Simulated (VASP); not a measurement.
# Si7Ge (P2) in VASP: further runs

Runs on Si7Ge. Level: PBEsol. Tasks: single point.

Program: VASP 6.6.1. These are calculated values, not measurements. Logs are shortened: lines on timing, memory, paths and dates and some standing lists are left out, and cuts for length are marked.

## (1) The cell of the first run

It takes space group P2 (No. 3, monoclinic). The conventional cell has a = 5.459 Å, b = 5.459 Å, c = 5.498 Å, α = 90.00°, β = 96.84°, γ = 90.00°. Si (site symmetry 1) has 3 Si at 2.32 to 2.40 Å and 1 Ge at 2.43 Å within 3.1 Å. Within 3.1 Å of Si (site symmetry 2) lie 4 Si at 2.32 to 2.40 Å. Si (site symmetry 2) has 4 Si at 2.32 to 2.40 Å within 3.1 Å. Within 3.1 Å of Si (site symmetry 2) lie 4 Si at 2.33 to 2.40 Å. Within 3.1 Å of Si (site symmetry 1) lie 3 Si at 2.33 to 2.40 Å and 1 Ge at 2.36 Å. Ge (site symmetry 2) has 4 Si at 2.36 to 2.43 Å within 3.1 Å.

## (2) Single point, PBEsol (shear of c along a, cell held: +12.0 %, then relaxed in part)

File INCAR:

```
SYSTEM = Si7Ge
PREC     = Accurate       ! precision mode
ENCUT    = 520            ! plane-wave cutoff, eV
EDIFF    = 1E-6           ! SCF threshold, eV
ISMEAR   = 0              ! smearing method
SIGMA    = 0.01           ! smearing width, eV
LREAL    = .FALSE.        ! projectors in reciprocal space
LASPH    = .TRUE.         ! aspherical terms in the spheres
NELM     = 100            ! most SCF steps
ALGO     = Normal         ! electronic algorithm
ISIF     = 2              ! what is computed and relaxed
LWAVE    = .FALSE.        ! write WAVECAR
LCHARG   = .TRUE.         ! write CHGCAR
GGA      = PS             ! functional
LELF     = .TRUE.         ! ELF
LVHAR    = .TRUE.       
NBANDS   = 31             ! bands
```

File KPOINTS:

```
Automatic mesh
0
G
  8 8 8
  0 0 0
```

File POSCAR:

```
Si7Ge
1.0
    5.4591768100      0.0000000000      0.0000000000
    0.0000000000      5.4591768100      0.0000000000
    0.6551012172      0.0000000000      5.4591768100
Si Ge
7 1
Direct
    0.2532888660      0.2436297003      0.2533419763
    0.0000000000      0.5089714845      0.5000000000
    0.5000000000      0.5088320246      0.0000000000
    0.5000000000      0.0074488018      0.5000000000
    0.7467111340      0.2436297003      0.7466580237
    0.7477074303      0.7381622167      0.2522396215
    0.2522925697      0.7381622167      0.7477603785
    0.0000000000      0.0111638555      0.0000000000
```

Potentials or basis: VASP PAW PBE potentials, release 64 (Si, Ge_d).

Started as:

```sh
cat potpaw_PBE.64/Si/POTCAR potpaw_PBE.64/Ge_d/POTCAR > POTCAR
mpirun -np 1 vasp_std > vasp.out
```

OUTCAR:

```text
SYSTEM = Si7Ge
   PREC = Accurate
   ENCUT = 520
   EDIFF = 1E-6
   ISMEAR = 0
   LREAL = .FALSE.
   LASPH = .TRUE.
   NELM = 100
   ISIF = 2
   GGA = PS

 ion  position               nearest neighbor table
   1  0.253  0.244  0.253-   2 2.32   3 2.32   4 2.40   8 2.43
   2  0.000  0.509  0.500-   1 2.32   5 2.32   6 2.40   7 2.40
   3  0.500  0.509  0.000-   1 2.32   5 2.32   6 2.40   7 2.40
   4  0.500  0.007  0.500-   6 2.33   7 2.33   1 2.40   5 2.40
   5  0.747  0.244  0.747-   2 2.32   3 2.32   4 2.40   8 2.43
   6  0.748  0.738  0.252-   4 2.33   8 2.36   2 2.40   3 2.40
   7  0.252  0.738  0.748-   4 2.33   8 2.36   2 2.40   3 2.40
   8  0.000  0.011  0.000-   6 2.36   7 2.36   1 2.43   5 2.43

  LATTYP: Found a simple monoclinic cell.
 ALAT       =     5.4591768100
 B/A-ratio  =     1.0000000000
 C/A-ratio  =     1.0071742650
 COS(beta)  =    -0.1191452206

  Lattice vectors:

 A1 = (   5.4591768100,   0.0000000000,   0.0000000000)
 A2 = (   0.0000000000,  -5.4591768100,   0.0000000000)
 A3 = (  -0.6551012172,   0.0000000000,  -5.4591768100)

Analysis of symmetry for initial positions (statically):
=====================================================================
 Subroutine PRICEL returns:
 Original cell was already a primitive cell.

 Routine SETGRP: Setting up the symmetry group for a
 simple monoclinic supercell.

 Subroutine GETGRP returns: Found  2 space group operations
 (whereof  2 operations were pure point group operations)
 out of a pool of  4 trial point group operations.

The static configuration has the point symmetry C_2 .

Analysis of symmetry for dynamics (positions and initial velocities):
=====================================================================
 Subroutine PRICEL returns:
 Original cell was already a primitive cell.

 Routine SETGRP: Setting up the symmetry group for a
 simple monoclinic supercell.

 Subroutine GETGRP returns: Found  2 space group operations
 (whereof  2 operations were pure point group operations)
 out of a pool of  4 trial point group operations.

The dynamic configuration has the point symmetry C_2 .

 Subroutine INISYM returns: Found  2 space group operations
 (whereof  2 operations are pure point group operations),
 and found     1 'primitive' translations

----------------------------------------------------------------------------------------
[... 103 lines left out ...]
   ENCUT  =  520.0 eV  38.22 Ry    6.18 a.u.  10.15 10.15 10.22*2*pi/ulx,y,z
   NELM   =    100;   NELMIN=  2; NELMDL= -5     # of ELM steps
   EDIFF  = 0.1E-05   stopping-criterion for ELM
   LREAL  =      F    real-space projection
[... 7 lines left out ...]
   TEBEG  =    0.0;   TEEND  =   0.0 temperature during run
   PSTRESS=    0.0 pullay stress
   NELECT =      42.0000    total number of electrons
   NUPDOWN=      -1.0000    fix difference up-down
   EMIN   =  10.00;   EMAX   =-10.00  energy-range for DOS
   EFERMI =   0.00;   METHOD = LEGACY
   ISMEAR =     0;   SIGMA  =   0.01  broadening in eV -4-tet -1-fermi 0-gaus
   EFERMI_NEDOS =   21; number of points for ismear=-14 and -15
   IALGO  =     38    algorithm
   IMIX   =      4    mixing-type and parameters
     AMIX     =   0.40;   BMIX     =  1.00
     AMIX_MAG =   1.60;   BMIX_MAG =  1.00
  volume/ion in A,a.u.               =      20.34       137.24
  Fermi-wavevector in a.u.,A,eV,Ry     =   1.042391  1.969834 14.783813  1.086580
  Thomas-Fermi vector in A             =   2.177054
   LORBIT       =      0    0 simple, 1 ext, 2 COOP (PROOUT), +10 PAW based schemes
   GGA     = PS    functional components
   LHFCALC =     F    Hartree Fock is set to
   AEXX    =    0.0000 exact exchange contribution
   IVDW    =     0    specifies the selected vdW correction
   LEPSILON=     F    determine dielectric tensor
   LRPA    =     F    only Hartree local field effects (RPA)
 non-spin polarized calculation
 Gauss-broadening in eV      SIGMA  =   0.01
  energy-cutoff  :      520.00
  volume of cell :      162.70
 maximum number of plane-waves:      4420
 NGX is ok and might be reduce to    42
   NGX = 21   NGY = 21   NGZ = 21

 number of electron      42.0000020 magnetization

 Free energy of the ion-electron system (eV)
  ---------------------------------------------------
  ext. energy  EPLUGINS =         0.00000000
  ---------------------------------------------------
  free energy    TOTEN  =       -44.62481755 eV

  energy without entropy =      -44.62476901  energy(sigma->0) =      -44.62479328

 E-fermi :   5.8378     XC(G=0):  -9.6540

 val. band max:        5.8300269913   @ k =   0.0000   0.1250   0.1250
 cond. band min:       5.8454932360   @ k =   0.1250   0.1250   0.0000
 fundamental gap:      0.0154662447
 Fermi energy:         5.8377577686

 k-point     1 :       0.0000    0.0000    0.0000
  band No.  band energies     occupation
      1     -18.4680      2.00000
      2     -18.4672      2.00000
      3     -18.4631      2.00000
      4     -18.4405      2.00000
      5     -18.4371      2.00000
      6      -6.4448      2.00000
[... 805 lines left out ...]
     30      10.7337      0.00000
     31      10.7742      0.00000

 [... further k-points ...]

------------------------ aborting loop because EDIFF is reached ----------------------------------------

  FORCE on cell =-STRESS in cart. coord.  units (eV):
  Direction    XX          YY          ZZ          XY          YZ          ZX
  --------------------------------------------------------------------------------------
  -------------------------------------------------------------------------------------
  Total       -0.6193268     -0.9765842      0.6274148      0.0000000      0.0000000     -7.8286553
  in kB       -6.0988644     -9.6169820      6.1785116      0.0000000      0.0000000    -77.0932357
  external PRESSURE =      -3.1791116 kB  Pullay stress =       0.0000000 kB

 VOLUME and BASIS-vectors are now :
 -----------------------------------------------------------------------------
  energy-cutoff  :      520.00
  volume of cell :      162.70
      direct lattice vectors                 reciprocal lattice vectors
     5.459176810  0.000000000  0.000000000     0.183177800  0.000000000 -0.021981336
     0.000000000  5.459176810  0.000000000     0.000000000  0.183177800  0.000000000
     0.655101217  0.000000000  5.459176810     0.000000000  0.000000000  0.183177800

 POSITION                                       TOTAL-FORCE (eV/Angst)
 -----------------------------------------------------------------------------------
      1.54871      1.33002      1.38304        -0.003573     -0.003607     -0.002756
      0.32755      2.77857      2.72959         0.000000      0.007169      0.000000
      2.72959      2.77780      0.00000         0.000000      0.007059      0.000000
      3.05714      0.04066      2.72959         0.000000      0.001729      0.000000
      4.56556      1.33002      4.07614         0.003573     -0.003607      0.002756
      4.24711      4.02976      1.37702         0.006212     -0.002257     -0.006955
      1.86717      4.02976      4.08216        -0.006212     -0.002257      0.006955
      0.00000      0.06095      0.00000         0.000000     -0.004229      0.000000
 -----------------------------------------------------------------------------------
    total drift:                               -0.000000      0.000530     -0.000004

  FREE ENERGIE OF THE ION-ELECTRON SYSTEM (eV)
  ---------------------------------------------------
  free  energy   TOTEN  =       -44.6248175486 eV

  energy  without entropy=      -44.6247690088  energy(sigma->0) =      -44.62479328
```

OSZICAR:

```text
N       E                     dE             d eps       ncg     rms          rms(c)
DAV:   1     0.222038668934E+03    0.22204E+03   -0.17492E+04 13630   0.173E+03
DAV:   2    -0.119051051071E+02   -0.23394E+03   -0.21981E+03 11725   0.477E+02
DAV:   3    -0.440789575640E+02   -0.32174E+02   -0.31596E+02 12790   0.101E+02
DAV:   4    -0.455253586036E+02   -0.14464E+01   -0.14436E+01 13746   0.242E+01
DAV:   5    -0.455610386611E+02   -0.35680E-01   -0.35676E-01 13570   0.387E+00    0.950E+00
DAV:   6    -0.448875474015E+02    0.67349E+00   -0.38575E-01 12709   0.281E+00    0.560E+00
DAV:   7    -0.446245163883E+02    0.26303E+00   -0.70601E-01 12131   0.334E+00    0.495E-01
DAV:   8    -0.446243793383E+02    0.13705E-03   -0.68673E-02 12923   0.167E+00    0.312E-01
DAV:   9    -0.446249055494E+02   -0.52621E-03   -0.32694E-03 14050   0.399E-01    0.148E-01
DAV:  10    -0.446247913596E+02    0.11419E-03   -0.83462E-04 12558   0.159E-01    0.428E-02
DAV:  11    -0.446248167939E+02   -0.25434E-04   -0.12411E-04 14115   0.709E-02    0.284E-02
DAV:  12    -0.446248172629E+02   -0.46895E-06   -0.11688E-05 13156   0.188E-02    0.167E-02
DAV:  13    -0.446248175486E+02   -0.28570E-06   -0.32494E-06 12299   0.937E-03
   1 F= -.44624818E+02 E0= -.44624793E+02  d E =-.485398E-04
```

Run time: 5.4 min. Hardware: 1 thread of Intel Xeon 6975P-C (Granite Rapids), shared host; peak memory 0.74 GiB.

What came out:

* Free energy: -44.6248 eV
* Pressure: -0.3 GPa
* Largest force: 0.010 eV/Å
* Band gap on the k mesh: zero (bands 21 and 22 overlap by 0.69 eV)

Forces in eV/Å, atoms in the order of the input:
```
Si  -0.004 -0.004 -0.003
Si   0.000  0.007  0.000
Si   0.000  0.007  0.000
Si   0.000  0.002  0.000
Si   0.004 -0.004  0.003
Si   0.006 -0.002 -0.007
Si  -0.006 -0.002  0.007
Ge   0.000 -0.004  0.000
```

Stress tensor (GPa, compression positive):
```
-0.61  0.00 -7.71
 0.00 -0.96  0.00
-7.71  0.00  0.62
```

Caveat: the cell differs from its parent crystal (shear of c along a, cell held: +12.0 %, then relaxed in part); semilocal functionals underestimate gaps, so a narrow gap can read as zero; the PAW data sets were made with another functional, which shifts forces and pressure a little.

(Part 1 of 2 ends here.)
